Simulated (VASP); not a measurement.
Runs of VASP 6.6.1 on InSb. The structure is that of space group F-43m (No. 216), or close to it. The cells are those of the table. 

| task | cell | gap on the mesh (eV) | pressure (GPa) |
| --- | --- | --- | --- |
| electric field gradients | a = 4.611 Å, angles 60.0°, 2 atoms | none | -1.3 |
| single point | a = 4.627, b = 4.627, c = 4.672 Å, angles 59.7, 59.7, 60.7°, 2 atoms | 0.09 | -2.1 |
| electric field gradients | a = 4.596 Å, angles 60.0°, 2 atoms | none | -0.9 |
| electric field gradients | a = 4.519 Å, angles 60.0°, 2 atoms | none | 1.5 |
| single point | a = 4.611 Å, angles 60.0°, 2 atoms | none | -1.3 |
| electric field gradients | a = 4.550 Å, angles 60.0°, 2 atoms | none | (a) |
| single point | a = 4.596 Å, angles 60.0°, 2 atoms | none | -0.9 |

Alike in all rows: level LDA; potentials or basis VASP PAW LDA potentials, release 64 (In_d, Sb); no spin polarisation; k mesh 10 × 10 × 10; cutoff (eV) 520; smearing fermi-dirac 0.03 eV.

Problem. Estimate the missing entries.

Solution. (a) 0.4.

Caveats: spin-orbit coupling is left out, which moves the levels of the heavy elements.

A k mesh can miss the band edges, and the runs leave out spin-orbit coupling on In, Sb.

A gap of «none» marks levels without a gap at the run's occupations.
